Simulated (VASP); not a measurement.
Runs of VASP 6.6.1 on K. The structure is that of space group Fd-3m (No. 227), or close to it. The cells are those of the table. This isn't the form of K at room conditions, which is bcc.

| cell | gap on the mesh (eV) | pressure (GPa) |
| --- | --- | --- |
| a = 6.796 Å, angles 60.0°, 2 atoms | none | (a) |
| a = 6.412 Å, angles 60.0°, 2 atoms | none | 0.3 |
| a = 5.732 Å, angles 60.0°, 2 atoms | none | 1.4 |
| a = 5.976 Å, angles 60.0°, 2 atoms | none | 0.9 |

Alike in all rows: task single point; level PBE; potentials or basis VASP PAW PBE potentials, release 64 (K_sv); no spin polarisation; k mesh 8 × 8 × 8; cutoff (eV) 520; smearing fermi-dirac 0.1 eV.

Question: Fill in the values left out.

Answer: (a) 0.0.

A gap of «none» marks levels without a gap at the run's occupations.
